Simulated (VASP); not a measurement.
Set up this calculation in VASP 6.6.1, as the native input.

- Task: single point
- Functional: PBEsol
- Potentials or basis: VASP PAW PBE potentials, release 64 (La, Lu, N)
- Cutoff: 520 eV
- k mesh: 12 × 12 × 4
- Occupations: gaussian, width 0.01 eV
- Spin: no spin polarisation
- Dipole correction: no
- k mesh for the DOS: 18 × 18 × 6
- Occupations for the DOS: tetrahedron
- Further INCAR settings: ALGO = Normal; EDIFF = 1e-07

La2LuN3:

```xyz
6
Lattice="3.6185 0.0000 0.0000 -1.8093 3.1337 0.0000 0.0000 0.0000 8.9379" Properties=species:S:1:pos:R:3 pbc="T T T"
La    0.0000    2.0892    6.0427
La    1.8093    1.0446    2.8952
Lu    0.0000    0.0000    0.0000
N     0.0000    0.0000    4.4690
N     0.0000    2.0892    1.3317
N     1.8093    1.0446    7.6062
```

The input as run:

POSCAR

```
La2LuN3
1.0
    3.6185177276      0.0000000289      0.0000000000
   -1.8092588888      3.1337282617      0.0000000000
    0.0000000000      0.0000000000      8.9379348000
La Lu N
2 1 3
Direct
    0.3333333333      0.6666666667      0.6760740000
    0.6666666667      0.3333333333      0.3239260000
    0.0000000000      0.0000000000      0.0000000000
    0.0000000000      0.0000000000      0.5000000000
    0.3333333333      0.6666666667      0.1489960000
    0.6666666667      0.3333333333      0.8510040000
```

INCAR.step1

```
PREC = Accurate
ENCUT = 520
EDIFF = 1E-7
ISMEAR = 0
SIGMA = 0.01
LREAL = F
LASPH = T
NELM = 60
ALGO = Normal
ISIF = 2
LWAVE = F
LCHARG = T
LMAXMIX = 6
GGA = PS
NBANDS = 40
```

KPOINTS.step1

```
regular mesh
0
Gamma
  12 12 4
```

INCAR.step2

```
PREC = Accurate
ENCUT = 520
EDIFF = 1E-7
ISMEAR = -5
SIGMA = 0.01
LREAL = F
LASPH = T
NELM = 60
ALGO = Normal
ISIF = 2
LWAVE = F
LCHARG = F
LMAXMIX = 6
GGA = PS
LORBIT = 11
NEDOS = 2001
ICHARG = 11
```

KPOINTS.step2

```
regular mesh
0
Gamma
  18 18 6
```

Potentials or basis: VASP PAW PBE potentials, release 64 (La, Lu, N).

Command:

```bash
$ cat potpaw_PBE.64/La/POTCAR potpaw_PBE.64/Lu/POTCAR potpaw_PBE.64/N/POTCAR > POTCAR
$ cp INCAR.step1 INCAR
$ cp KPOINTS.step1 KPOINTS
$ mpirun -np 1 vasp_std > vasp.out
$ cp INCAR.step2 INCAR
$ cp KPOINTS.step2 KPOINTS
$ mpirun -np 1 vasp_std > vasp.out
```

It gave:

The valence electrons inside the program's atomic spheres are La 8.64; Lu 23.17; N 3.59.

Run time: 17 min on 1 thread of Intel(R) Xeon(R) 6975P-C (Granite Rapids), on a shared host, peak memory 0.83 GiB.
